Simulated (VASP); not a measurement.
# In in VASP: single point with PBE

Aim: the single point of In with PBE.

All numbers are computed with VASP 6.6.1; they aren't measurements. Logs are shortened: lines on timing, memory, paths and dates and some standing lists are left out, and cuts for length are marked.

### 1 The cell of the first run

The cell holds a slab with vacuum, 4 atoms: a = 3.339 Å, b = 3.339 Å, c = 23.207 Å, α = 90.00°, β = 90.00°, γ = 120.00°.

### 2 Single point, PBE

Input file POSCAR:

```
In
1.0
    3.3392736332      0.0000000000      0.0000000000
   -1.6696368166      2.8918957965      0.0000000000
    0.0000000000      0.0000000000     23.2074632500
In
4
Direct
    0.6666666667      0.3333333333      0.3231719003
    0.3333333333      0.6666666667      0.4413060572
    0.6666666667      0.3333333333      0.5586939428
    0.3333333333      0.6666666667      0.6768280997
```

Input file INCAR.step1:

```
PREC = Accurate
ENCUT = 520
EDIFF = 1E-6
ISMEAR = -1
SIGMA = 0.05
LREAL = F
LASPH = T
NELM = 100
ALGO = Normal
ISIF = 2
LWAVE = F
LCHARG = T
GGA = PE
NBANDS = 34
```

Input file KPOINTS.step1:

```
Automatic mesh
0
Gamma
  9 9 1
```

Input file INCAR.step2:

```
PREC = Accurate
ENCUT = 520
EDIFF = 1E-6
ISMEAR = -5
SIGMA = 0.05
LREAL = F
LASPH = T
NELM = 100
ALGO = Normal
ISIF = 2
LWAVE = F
LCHARG = F
GGA = PE
LORBIT = 11
NEDOS = 1001
ICHARG = 11
```

Input file KPOINTS.step2:

```
Automatic mesh
0
Gamma
  14 14 1
```

Potentials or basis: VASP PAW PBE potentials, release 64 (In_d).

Started as:

```
cat potpaw_PBE.64/In_d/POTCAR > POTCAR
cp INCAR.step1 INCAR
cp KPOINTS.step1 KPOINTS
mpirun -np 1 vasp_std > vasp.out
cp INCAR.step2 INCAR
cp KPOINTS.step2 KPOINTS
mpirun -np 1 vasp_std > vasp.out
```

OUTCAR:

```text
PREC = Accurate
   ENCUT = 520
   EDIFF = 1E-6
   ISMEAR = -5
   LREAL = F
   LASPH = T
   NELM = 100
   ISIF = 2
   GGA = PE
   LORBIT = 11
   ICHARG = 11

 ion  position               nearest neighbor table
   1  0.667  0.333  0.323-   2 3.35   2 3.35   2 3.35
   2  0.333  0.667  0.441-   3 3.34   3 3.34   3 3.34   1 3.35   1 3.35   1 3.35
   3  0.667  0.333  0.559-   2 3.34   2 3.34   2 3.34   4 3.35   4 3.35   4 3.35
   4  0.333  0.667  0.677-   3 3.35   3 3.35   3 3.35

  LATTYP: Found a hexagonal cell.
 ALAT       =     3.3392736332
 C/A-ratio  =     6.9498537105

  Lattice vectors:

 A1 = (   3.3392736332,   0.0000000000,   0.0000000000)
 A2 = (  -1.6696368166,   2.8918957965,   0.0000000000)
 A3 = (   0.0000000000,   0.0000000000,  23.2074632500)

Analysis of symmetry for initial positions (statically):
=====================================================================
 Subroutine PRICEL returns:
 Original cell was already a primitive cell.

 Routine SETGRP: Setting up the symmetry group for a
 hexagonal supercell.

 Subroutine GETGRP returns: Found 12 space group operations
 (whereof 12 operations were pure point group operations)
 out of a pool of 24 trial point group operations.

The static configuration has the point symmetry D_3d.

Analysis of symmetry for dynamics (positions and initial velocities):
=====================================================================
 Subroutine PRICEL returns:
 Original cell was already a primitive cell.

 Routine SETGRP: Setting up the symmetry group for a
 hexagonal supercell.

 Subroutine GETGRP returns: Found 12 space group operations
 (whereof 12 operations were pure point group operations)
 out of a pool of 24 trial point group operations.

The dynamic configuration has the point symmetry D_3d.

 Subroutine INISYM returns: Found 12 space group operations
 (whereof 12 operations are pure point group operations),
 and found     1 'primitive' translations

----------------------------------------------------------------------------------------

                                     Primitive cell

  volume of cell :     224.1106

  direct lattice vectors                    reciprocal lattice vectors
     3.339273633  0.000000000  0.000000000     0.299466324  0.172896963  0.000000000
    -1.669636817  2.891895797  0.000000000     0.000000000  0.345793926  0.000000000
     0.000000000  0.000000000 23.207463250     0.000000000  0.000000000  0.043089587
[... 90 lines left out ...]
   LREAL  =      F    real-space projection
[... 7 lines left out ...]
   TEBEG  =    0.0;   TEEND  =   0.0 temperature during run
   PSTRESS=    0.0 pullay stress
   NELECT =      52.0000    total number of electrons
   NUPDOWN=      -1.0000    fix difference up-down
   EMIN   =  10.00;   EMAX   =-10.00  energy-range for DOS
   EFERMI =   0.00;   METHOD = LEGACY
   ISMEAR =    -5;   SIGMA  =   0.05  broadening in eV -4-tet -1-fermi 0-gaus
   EFERMI_NEDOS =   21; number of points for ismear=-14 and -15
   IALGO  =     38    algorithm
   IMIX   =      4    mixing-type and parameters
     AMIX     =   0.40;   BMIX     =  1.00
     AMIX_MAG =   1.60;   BMIX_MAG =  1.00
  volume/ion in A,a.u.               =      56.03       378.09
  Fermi-wavevector in a.u.,A,eV,Ry     =   1.005978  1.901023 13.768985  1.011992
  Thomas-Fermi vector in A             =   2.138692
   LORBIT       =     11    0 simple, 1 ext, 2 COOP (PROOUT), +10 PAW based schemes
   GGA     = PE    functional components
   LHFCALC =     F    Hartree Fock is set to
   AEXX    =    0.0000 exact exchange contribution
   IVDW    =     0    specifies the selected vdW correction
   LEPSILON=     F    determine dielectric tensor
   LRPA    =     F    only Hartree local field effects (RPA)
 non-spin polarized calculation
 Fermi weights with tetrahedron method with Bloechl corrections
  energy-cutoff  :      520.00
  volume of cell :      224.11
 maximum number of plane-waves:      6075
 NGX is ok and might be reduce to    28

 number of electron      52.0000008 magnetization

 Free energy of the ion-electron system (eV)
  ---------------------------------------------------
  ext. energy  EPLUGINS =         0.00000000
  ---------------------------------------------------
  free energy    TOTEN  =        -9.86086403 eV

  energy without entropy =       -9.86086403  energy(sigma->0) =       -9.86086403

 E-fermi :   1.5820     XC(G=0):  -5.4802

 val. band max:        1.7506710059   @ k =   0.2143   0.2143   0.0000
 cond. band min:       1.5004220400   @ k =   0.4286   0.1429   0.0000
 fundamental gap:     -0.2502489659
 Fermi energy:         1.5819601518

 k-point     1 :       0.0000    0.0000    0.0000
  band No.  band energies     occupation
      1     -13.1475      2.00000
      2     -13.1415      2.00000
      3     -13.1054      2.00000
      4     -13.0786      2.00000
      5     -13.0598      2.00000
      6     -13.0598      2.00000
[... 805 lines left out ...]
     30       2.3969      0.00000
     31       2.4539      0.00000

------------------------ aborting loop because EDIFF is reached ----------------------------------------

  FORCE on cell =-STRESS in cart. coord.  units (eV):
  Direction    XX          YY          ZZ          XY          YZ          ZX
  --------------------------------------------------------------------------------------
  -------------------------------------------------------------------------------------
  Total        0.2131712      0.2131712     -0.6600349     -0.0000000      0.0000000      0.0000000
  in kB        1.5239713      1.5239713     -4.7186218     -0.0000000      0.0000000      0.0000000
  external PRESSURE =      -0.5568931 kB  Pullay stress =       0.0000000 kB

 VOLUME and BASIS-vectors are now :
 -----------------------------------------------------------------------------
  energy-cutoff  :      520.00
  volume of cell :      224.11
      direct lattice vectors                 reciprocal lattice vectors
     3.339273633  0.000000000  0.000000000     0.299466324  0.172896963  0.000000000
    -1.669636817  2.891895797  0.000000000     0.000000000  0.345793926  0.000000000
     0.000000000  0.000000000 23.207463250     0.000000000  0.000000000  0.043089587

 POSITION                                       TOTAL-FORCE (eV/Angst)
 -----------------------------------------------------------------------------------
      1.66964      0.96397      7.50000         0.000000      0.000000     -0.009552
     -0.00000      1.92793     10.24159         0.000000      0.000000      0.041514
      1.66964      0.96397     12.96587        -0.000000      0.000000     -0.041514
     -0.00000      1.92793     15.70746        -0.000000      0.000000      0.009552
 -----------------------------------------------------------------------------------
    total drift:                                0.000000      0.000000     -0.000000

  FREE ENERGIE OF THE ION-ELECTRON SYSTEM (eV)
  ---------------------------------------------------
  free  energy   TOTEN  =        -9.8608640286 eV

  energy  without entropy=       -9.8608640286  energy(sigma->0) =       -9.86086403

 total charge

# of ion       s       p       d       tot
------------------------------------------
    1        1.037   0.430   9.843  11.311
    2        0.987   0.497   9.847  11.332
    3        0.987   0.497   9.847  11.332
    4        1.037   0.430   9.843  11.311
--------------------------------------------------
tot          4.049   1.855  39.382  45.285
```

OUTCAR.step1:

```text
PREC = Accurate
   ENCUT = 520
   EDIFF = 1E-6
   ISMEAR = -1
   LREAL = F
   LASPH = T
[... 657 lines left out ...]
      1.66964      0.96397      7.50000         0.000000     -0.000000     -0.098687
     -0.00000      1.92793     10.24159         0.000000     -0.000000      0.096731
      1.66964      0.96397     12.96587        -0.000000      0.000000     -0.096731
     -0.00000      1.92793     15.70746        -0.000000      0.000000      0.098687
 -----------------------------------------------------------------------------------
    total drift:                               -0.000000      0.000000     -0.000000

  FREE ENERGIE OF THE ION-ELECTRON SYSTEM (eV)
  ---------------------------------------------------
  free  energy   TOTEN  =        -9.8689933607 eV

  energy  without entropy=       -9.8528901349  energy(sigma->0) =       -9.86094175
```

Run time: 5.2 min. Hardware: 1 thread of Intel Xeon Platinum 8259CL at 2.50GHz (Skylake/Cascade Lake), shared host; peak memory 0.39 GiB.

What came out:

- Valence electrons inside the program's atomic spheres: In 11.31, 11.33 (each value once)

Levels at points of the mesh, in eV from the Fermi level:
```tsv
k point	band 22	band 23	band 24	band 25	band 26	band 27	band 28	band 29	band 30	band 31
(0.00, 0.00, 0.00)	-8.46	-7.15	-5.44	-2.50	-0.18	2.18	3.48	3.70	5.29	5.61
(0.50, 0.00, 0.00)	-3.92	-3.89	-3.22	-2.46	-1.83	-0.87	-0.40	1.71	3.23	4.12
```

Caveat: there is no dipole correction, which matters where the two faces differ; spin-orbit coupling is left out, which moves the levels of the heavy elements.
